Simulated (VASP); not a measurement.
# Cd2HgO3 (P-3m1) in VASP: notebook

Runs on Cd2HgO3. Level: PBE. Tasks: single point.

Program: VASP 6.6.1. These are calculated values, not measurements. Logs are shortened: lines on timing, memory, paths and dates and some standing lists are left out, and cuts for length are marked.

### 1 The cell of the first run

It takes space group P-3m1 (No. 164, trigonal). Conventional cell: a = 3.404 Å, b = 3.404 Å, c = 8.374 Å, α = 90.00°, β = 90.00°, γ = 120.00°. Cd (site symmetry 3m) has 6 O at 2.37 to 2.39 Å within 3.1 Å. Hg (site symmetry -3m) has 6 O at 2.47 Å and 6 Hg at 3.40 Å and 6 Cd at 3.44 Å within 3.5 Å. O (site symmetry 3m) has 3 Cd at 2.37 Å and 3 Hg at 2.47 Å within 3.1 Å. Within 3.2 Å of O (site symmetry -3m) lie 6 Cd at 2.39 Å.

### 2 Single point, PBE

Input file INCAR:

```
SYSTEM = Cd2HgO3
PREC = Accurate ; ENCUT = 520
EDIFF = 1E-7 ; ISMEAR = 0
SIGMA = 0.1 ; LREAL = .FALSE.
LASPH = .TRUE. ; NELM = 100
ALGO = Normal ; ISIF = 2
LWAVE = .FALSE. ; LCHARG = .FALSE.
GGA = PE ; NBANDS = 36
```

Input file KPOINTS:

```
regular mesh
0
G
  6 6 2
  0 0 0
```

Input file POSCAR:

```
Cd2HgO3
1.0
    3.4041280000      0.0000000000      0.0000000000
   -1.7020640000      2.9480613000      0.0000000000
    0.0000000000      0.0000000000      8.3737292000
Cd Hg O
2 1 3
Direct
    0.3333333000      0.6666667000      0.6629870000
    0.6666667000      0.3333333000      0.3370130000
    0.0000000000      0.0000000000      0.0000000000
    0.6666667000      0.3333333000      0.8217770000
    0.0000000000      0.0000000000      0.5000000000
    0.3333333000      0.6666667000      0.1782230000
```

Potentials or basis: VASP PAW PBE potentials, release 64 (Cd, Hg, O).

Command:

```bash
cat potpaw_PBE.64/Cd/POTCAR potpaw_PBE.64/Hg/POTCAR potpaw_PBE.64/O/POTCAR > POTCAR
mpirun -np 1 vasp_std > vasp.out
```

OUTCAR:

```text
SYSTEM = Cd2HgO3
   PREC = Accurate
   ENCUT = 520
   EDIFF = 1E-7
   ISMEAR = 0
   LREAL = .FALSE.
   LASPH = .TRUE.
   NELM = 100
   ISIF = 2
   GGA = PE

 ion  position               nearest neighbor table
   1  0.333  0.667  0.663-   4 2.37   4 2.37   4 2.37   5 2.39   5 2.39   5 2.39   2 3.36   2 3.36
                             2 3.36   3 3.44   3 3.44   3 3.44
   2  0.667  0.333  0.337-   6 2.37   6 2.37   6 2.37   5 2.39   5 2.39   5 2.39   1 3.36   1 3.36
                             1 3.36   3 3.44   3 3.44   3 3.44
   3  0.000  0.000  0.000-   4 2.47   6 2.47   6 2.47   4 2.47   4 2.47   6 2.47   1 3.44   2 3.44
                             1 3.44   2 3.44   1 3.44   2 3.44
   4  0.667  0.333  0.822-   1 2.37   1 2.37   1 2.37   3 2.47   3 2.47   3 2.47
   5  0.000  0.000  0.500-   1 2.39   2 2.39   1 2.39   2 2.39   2 2.39   1 2.39
   6  0.333  0.667  0.178-   2 2.37   2 2.37   2 2.37   3 2.47   3 2.47   3 2.47

  LATTYP: Found a hexagonal cell.
 ALAT       =     3.4041280000
 C/A-ratio  =     2.4598749518

  Lattice vectors:

 A1 = (   3.4041280000,   0.0000000000,   0.0000000000)
 A2 = (  -1.7020640000,   2.9480613000,   0.0000000000)
 A3 = (   0.0000000000,   0.0000000000,   8.3737292000)

Analysis of symmetry for initial positions (statically):
=====================================================================
 Subroutine PRICEL returns:
 Original cell was already a primitive cell.

 Routine SETGRP: Setting up the symmetry group for a
 hexagonal supercell.

 Subroutine GETGRP returns: Found 12 space group operations
 (whereof 12 operations were pure point group operations)
 out of a pool of 24 trial point group operations.

The static configuration has the point symmetry D_3d.

Analysis of symmetry for dynamics (positions and initial velocities):
=====================================================================
 Subroutine PRICEL returns:
 Original cell was already a primitive cell.

 Routine SETGRP: Setting up the symmetry group for a
 hexagonal supercell.

 Subroutine GETGRP returns: Found 12 space group operations
 (whereof 12 operations were pure point group operations)
 out of a pool of 24 trial point group operations.

The dynamic configuration has the point symmetry D_3d.

 Subroutine INISYM returns: Found 12 space group operations
 (whereof 12 operations are pure point group operations),
 and found     1 'primitive' translations

----------------------------------------------------------------------------------------

                                     Primitive cell

  volume of cell :      84.0352

  direct lattice vectors                    reciprocal lattice vectors
     3.404128000  0.000000000  0.000000000     0.293760987  0.169602986  0.000000000
    -1.702064000  2.948061300  0.000000000     0.000000000  0.339205972  0.000000000
     0.000000000  0.000000000  8.373729200     0.000000000  0.000000000  0.119421106

  length of vectors
     3.404128000  3.404127978  8.373729200     0.339205970  0.339205972  0.119421106

  position of ions in fractional coordinates (direct lattice)
     0.333333300  0.666666700  0.662987000
     0.666666700  0.333333300  0.337013000
     0.000000000  0.000000000  0.000000000
     0.666666700  0.333333300  0.821777000
     0.000000000  0.000000000  0.500000000
     0.333333300  0.666666700  0.178223000

  ion indices of the primitive-cell ions
   primitive index   ion index
                 1           1
                 2           2
                 3           3
                 4           4
                 5           5
                 6           6

----------------------------------------------------------------------------------------

 KPOINTS: regular mesh

Automatic generation of k-mesh.
 Grid dimensions read from file:
 generate k-points for:    6    6    2

 Generating k-lattice:

  Cartesian coordinates                     Fractional coordinates (reciprocal lattice)
     0.048960164  0.028267164  0.000000000     0.166666667  0.000000000  0.000000000
     0.000000000  0.056534329  0.000000000     0.000000000  0.166666667  0.000000000
     0.000000000  0.000000000  0.059710553     0.000000000  0.000000000  0.500000000

  Length of vectors
     0.056534328  0.056534329  0.059710553

  Shift w.r.t. Gamma in fractional coordinates (k-lattice)
     0.000000000  0.000000000  0.000000000

 Subroutine IBZKPT returns following result:
 ===========================================

 Found     14 irreducible k-points:

 Following reciprocal coordinates:
            Coordinates               Weight
  0.000000  0.000000  0.000000      1.000000
  0.166667  0.000000  0.000000      6.000000
  0.333333  0.000000  0.000000      6.000000
  0.500000  0.000000  0.000000      3.000000
  0.166667  0.166667  0.000000      6.000000
  0.333333  0.166667  0.000000     12.000000
  0.333333  0.333333  0.000000      2.000000
  0.000000  0.000000  0.500000      1.000000
  0.166667  0.000000  0.500000      6.000000
  0.333333  0.000000  0.500000      6.000000
  0.500000  0.000000  0.500000      3.000000
  0.166667  0.166667  0.500000      6.000000
  0.333333  0.166667  0.500000     12.000000
  0.333333  0.333333  0.500000      2.000000
   k-points           NKPTS =     14   k-points in BZ     NKDIM =     14   number of bands    NBANDS=     36
   number of dos      NEDOS =    301   number of ions     NIONS =      6
   total plane-waves  NPLWV =  50176
   dimension x,y,z NGX =    28 NGY =   28 NGZ =   64
   dimension x,y,z NGXF=    56 NGYF=   56 NGZF=  128
   ions per type =               2   1   3
   NGX,Y,Z   is equivalent  to a cutoff of  13.67, 13.67, 12.71 a.u.
   NGXF,Y,Z  is equivalent  to a cutoff of  27.35, 27.35, 25.41 a.u.
 SYSTEM =  Cd2HgO3
   PREC   = accura    normal or accurate (medium, high low for compatibility)
   ISTART =      0    job   : 0-new  1-cont  2-samecut
   ICHARG =      2    charge: 1-file 2-atom 10-const
   ISPIN  =      1    spin polarized calculation?
   LNONCOLLINEAR =      F non collinear calculations
   LSORBIT =      F    spin-orbit coupling
   LASPH  =      T    aspherical Exc in radial PAW
   ENCUT  =  520.0 eV  38.22 Ry    6.18 a.u.   6.33  6.33 15.57*2*pi/ulx,y,z
   NELM   =    100;   NELMIN=  2; NELMDL= -5     # of ELM steps
   EDIFF  = 0.1E-06   stopping-criterion for ELM
   LREAL  =      F    real-space projection
   EDIFFG = 0.1E-05   stopping-criterion for IOM
   NSW    =      0    number of steps for IOM
   IBRION =     -1    ionic relax: 0-MD 1-quasi-New 2-CG
   NFREE  =      0    steps in history (QN), initial steepest desc. (CG)
   ISIF   =      2    stress and relaxation
   ISYM   =      2    0-nonsym 1-usesym 2-fastsym
   POTIM  = 0.5000    time-step for ionic-motion
   TEBEG  =    0.0;   TEEND  =   0.0 temperature during run
   PSTRESS=    0.0 pullay stress
   NELECT =      54.0000    total number of electrons
   NUPDOWN=      -1.0000    fix difference up-down
   EMIN   =  10.00;   EMAX   =-10.00  energy-range for DOS
   EFERMI =   0.00;   METHOD = LEGACY
   ISMEAR =     0;   SIGMA  =   0.10  broadening in eV -4-tet -1-fermi 0-gaus
   EFERMI_NEDOS =   21; number of points for ismear=-14 and -15
   IALGO  =     38    algorithm
   IMIX   =      4    mixing-type and parameters
     AMIX     =   0.40;   BMIX     =  1.00
     AMIX_MAG =   1.60;   BMIX_MAG =  1.00
  volume/ion in A,a.u.               =      14.01        94.52
  Fermi-wavevector in a.u.,A,eV,Ry     =   1.412708  2.669630 27.153733  1.995743
  Thomas-Fermi vector in A             =   2.534429
   LORBIT       =      0    0 simple, 1 ext, 2 COOP (PROOUT), +10 PAW based schemes
   GGA     = PE    functional components
   LHFCALC =     F    Hartree Fock is set to
   AEXX    =    0.0000 exact exchange contribution
   IVDW    =     0    specifies the selected vdW correction
   LEPSILON=     F    determine dielectric tensor
   LRPA    =     F    only Hartree local field effects (RPA)
 non-spin polarized calculation
 Gauss-broadening in eV      SIGMA  =   0.10
  energy-cutoff  :      520.00
  volume of cell :       84.04
 maximum number of plane-waves:      2279
 NGX is ok and might be reduce to    28
   NGX = 13   NGY = 13   NGZ = 31

 number of electron      54.0000000 magnetization

 Free energy of the ion-electron system (eV)
  ---------------------------------------------------
  ext. energy  EPLUGINS =         0.00000000
  ---------------------------------------------------
  free energy    TOTEN  =       -20.80965911 eV

  energy without entropy =      -20.80636826  energy(sigma->0) =      -20.80801369

 E-fermi :   1.8661     XC(G=0): -11.3852

 val. band max:        1.8024090499   @ k =   0.5000   0.0000   0.5000
 cond. band min:       2.4330673947   @ k =   0.0000   0.0000   0.5000
 fundamental gap:      0.6306583448
 Fermi energy:         1.8661000714

 k-point     1 :       0.0000    0.0000    0.0000
  band No.  band energies     occupation
      1     -15.4039      2.00000
      2     -14.9687      2.00000
      3     -14.8158      2.00000
      4      -5.4464      2.00000
      5      -5.3274      2.00000
      6      -5.3274      2.00000
[... 28 lines left out ...]
     35      14.1505      0.00000
     36      14.1505      0.00000

 k-point     2 :       0.1667    0.0000    0.0000
  band No.  band energies     occupation
      1     -15.2627      2.00000
      2     -14.9312      2.00000
      3     -14.7859      2.00000
      4      -5.3937      2.00000
      5      -5.3024      2.00000
      6      -5.2488      2.00000
[... 28 lines left out ...]
     35      13.9920      0.00000
     36      14.1075      0.00000

 k-point     3 :       0.3333    0.0000    0.0000
  band No.  band energies     occupation
      1     -14.9646      2.00000
      2     -14.8676      2.00000
      3     -14.7157      2.00000
      4      -5.4119      2.00000
      5      -5.2767      2.00000
      6      -5.2318      2.00000
[... 28 lines left out ...]
     35      12.2073      0.00000
     36      13.4131      0.00000
[... 352 lines left out ...]
 k-point    13 :       0.3333    0.1667    0.5000
  band No.  band energies     occupation
      1     -14.8426      2.00000
      2     -14.7989      2.00000
      3     -14.6845      2.00000
      4      -5.4203      2.00000
      5      -5.2322      2.00000
      6      -5.2036      2.00000
[... 28 lines left out ...]
     35      11.4331      0.00000
     36      12.0605      0.00000

 k-point    14 :       0.3333    0.3333    0.5000
  band No.  band energies     occupation
      1     -14.7803      2.00000
      2     -14.7803      2.00000
      3     -14.6542      2.00000
      4      -5.2188      2.00000
      5      -5.2188      2.00000
      6      -5.2161      2.00000
[... 28 lines left out ...]
     35      10.5872      0.00000
     36      11.0605      0.00000

------------------------ aborting loop because EDIFF is reached ----------------------------------------

  FORCE on cell =-STRESS in cart. coord.  units (eV):
  Direction    XX          YY          ZZ          XY          YZ          ZX
  --------------------------------------------------------------------------------------
  -------------------------------------------------------------------------------------
  Total        0.5679685      0.5679685      0.5698270     -0.0000000      0.0000000      0.0000000
  in kB       10.8286304     10.8286302     10.8640629     -0.0000000      0.0000000      0.0000000
  external PRESSURE =      10.8404412 kB  Pullay stress =       0.0000000 kB

 VOLUME and BASIS-vectors are now :
 -----------------------------------------------------------------------------
  energy-cutoff  :      520.00
  volume of cell :       84.04
      direct lattice vectors                 reciprocal lattice vectors
     3.404128000  0.000000000  0.000000000     0.293760987  0.169602986  0.000000000
    -1.702064000  2.948061300  0.000000000     0.000000000  0.339205972  0.000000000
     0.000000000  0.000000000  8.373729200     0.000000000  0.000000000  0.119421106

 POSITION                                       TOTAL-FORCE (eV/Angst)
 -----------------------------------------------------------------------------------
     -0.00000      1.96537      5.55167         0.000000     -0.000000     -0.002997
      1.70206      0.98269      2.82206         0.000000      0.000000      0.002997
      0.00000      0.00000      0.00000        -0.000000      0.000000      0.000000
      1.70206      0.98269      6.88134         0.000000      0.000000      0.005630
      0.00000      0.00000      4.18686        -0.000000      0.000000      0.000000
     -0.00000      1.96537      1.49239        -0.000000     -0.000000     -0.005630
 -----------------------------------------------------------------------------------
    total drift:                                0.000000     -0.000000     -0.000000

  FREE ENERGIE OF THE ION-ELECTRON SYSTEM (eV)
  ---------------------------------------------------
  free  energy   TOTEN  =       -20.8096591126 eV

  energy  without entropy=      -20.8063682598  energy(sigma->0) =      -20.80801369
```

It took 32 s on 1 thread of AMD EPYC 9R45 (Zen 5), shared host; peak memory 0.2 GiB.

What came out:

* Free energy: -20.8097 eV
* Pressure: 1.1 GPa
* Largest force: 0.006 eV/Å
* Band gap on the k mesh: zero (bands 27 and 28 overlap by 0.30 eV)

Forces in eV/Å, atoms in the order of the input:
```
Cd   0.000  0.000 -0.003
Cd   0.000  0.000  0.003
Hg   0.000  0.000  0.000
O    0.000  0.000  0.006
O    0.000  0.000  0.000
O    0.000  0.000 -0.006
```

Levels at points of the mesh, in eV from the Fermi level:
| k point | band 24 | band 25 | band 26 | band 27 | band 28 | band 29 | band 30 | band 31 |
| --- | --- | --- | --- | --- | --- | --- | --- | --- |
| (0.00, 0.00, 0.00) | -1.29 | -0.50 | -0.50 | -0.36 | -0.36 | 2.76 | 3.09 | 7.55 |
| (0.50, 0.00, 0.00) | -1.11 | -0.86 | -0.67 | -0.55 | 2.18 | 4.72 | 4.75 | 6.32 |
| (0.00, 0.00, 0.50) | -1.03 | -1.03 | -0.11 | -0.11 | 0.57 | 1.08 | 4.12 | 6.15 |
| (0.50, 0.00, 0.50) | -1.73 | -1.67 | -0.09 | -0.06 | 2.59 | 4.02 | 4.36 | 6.38 |

Caveat: the k points lie up to 0.38 Å⁻¹ apart; semilocal functionals underestimate gaps, so a narrow gap can read as zero; spin-orbit coupling is left out, which moves the levels of the heavy elements.

### 3 Single point, PBE

Input file INCAR:

```
ALGO = Normal
EDIFF = 1E-7
ENCUT = 520
GGA = PE
ISIF = 2
ISMEAR = 0
LASPH = T
LCHARG = T
LELF = T
LREAL = F
LVHAR = T
LWAVE = F
NBANDS = 36
NELM = 80
PREC = Accurate
SIGMA = 0.1
```

Input file KPOINTS:

```
k-points
0
Gamma
  12 12 6
```

Input file POSCAR:

```
Cd2HgO3
1.0
    3.4041279851      0.0000000000      0.0000000000
   -1.7020639926      2.9480613129      0.0000000000
    0.0000000000      0.0000000000      8.3737292000
Cd Hg O
2 1 3
Direct
    0.3333333333      0.6666666667      0.6629870000
    0.6666666667      0.3333333333      0.3370130000
    0.0000000000      0.0000000000      0.0000000000
    0.6666666667      0.3333333333      0.8217770000
    0.0000000000      0.0000000000      0.5000000000
    0.3333333333      0.6666666667      0.1782230000
```

Potentials or basis: VASP PAW PBE potentials, release 64 (Cd, Hg, O).

Command:

```bash
cat potpaw_PBE.64/Cd/POTCAR potpaw_PBE.64/Hg/POTCAR potpaw_PBE.64/O/POTCAR > POTCAR
mpirun -np 1 vasp_std > vasp.out
```

Run time: 3.3 min. Hardware: 1 thread of AMD EPYC 9R45 (Zen 5), shared host; peak memory 0.38 GiB.

It converged, with:

- Free energy: -20.8026 eV
- Pressure: 1.1 GPa
- Largest force: 0.003 eV/Å
- Band gap on the k mesh: zero (bands 27 and 28 overlap by 0.30 eV)

Forces on the atoms (eV/Å):
```
Cd   0.000  0.000 -0.001
Cd   0.000  0.000  0.001
Hg   0.000  0.000  0.000
O    0.000  0.000  0.003
O    0.000  0.000  0.000
O    0.000  0.000 -0.003
```

Levels at points of the mesh, in eV from the Fermi level:
```tsv
k point	band 23	band 24	band 25	band 26	band 27	band 28	band 29	band 30	band 31	band 32
(0.00, 0.00, 0.00)	-1.39	-1.24	-0.45	-0.45	-0.31	-0.31	2.81	3.14	7.60	8.41
(0.50, 0.00, 0.00)	-2.27	-1.05	-0.80	-0.62	-0.50	2.24	4.78	4.81	6.38	6.65
(0.00, 0.00, 0.50)	-1.09	-0.98	-0.98	-0.06	-0.06	0.62	1.14	4.17	6.21	11.41
(0.50, 0.00, 0.50)	-2.08	-1.67	-1.62	-0.04	-0.01	2.64	4.08	4.42	6.43	7.47
```

Caveat: semilocal functionals underestimate gaps, so a narrow gap can read as zero; spin-orbit coupling is left out, which moves the levels of the heavy elements.
